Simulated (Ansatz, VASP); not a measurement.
**CoSi: VASP beside Ansatz**

```
CELL_PARAMETERS angstrom
4.96125 0.00000 0.00000
0.00000 3.81041 0.00000
0.00000 0.00000 4.38583
ATOMIC_POSITIONS crystal
Co 0.14564 0.14564 0.14564
Co 0.35436 0.85436 0.64564
Co 0.64564 0.35436 0.85436
Co 0.85436 0.64564 0.35436
Si 0.84333 0.84333 0.84333
Si 0.65667 0.15667 0.34333
Si 0.34333 0.65667 0.15667
Si 0.15667 0.34333 0.65667
```

Change from the starting cell: strain +0.1312 x Voigt [1, -1, 0, 0, 0, 0], atoms carried along.

Alike in both runs: task single point; functional PBEsol; k mesh 10 × 10 × 10; occupations gaussian, width 0.15 eV; no spin polarisation.

|  | VASP | Ansatz |
| --- | --- | --- |
| version | VASP 6.6.1 | Ansatz 0.2.0 |
| potentials or method | VASP PAW PBE potentials, release 64 (Co, Si), cutoff 520 eV | scalar-relativistic, plane waves, PAW |
| valence electrons in the cell | 52 | 84 |

|  | VASP | Ansatz | Ansatz less VASP |
| --- | --- | --- | --- |
| gap on the k mesh at the Fermi level (eV) | none | none | - |
| pressure (GPa) | 17.0 | 16.8 | -0.20 |
| traceless stress, the component that is largest in VASP (GPa) | 38.56 | 38.37 | -0.184 |
| rms of the force components (eV/Å) | 0.441 | 0.430 | -0.0110 |

VASP's potentials were made for PBE, not for PBEsol. Atom by atom the forces differ by 0.014 eV/Å (rms over components). A gap of «none» marks a metal or a gap that the smearing closes. VASP's potentials hold 52 valence electrons a cell and Ansatz's 84, so a difference there can come from the potentials and not from the codes.
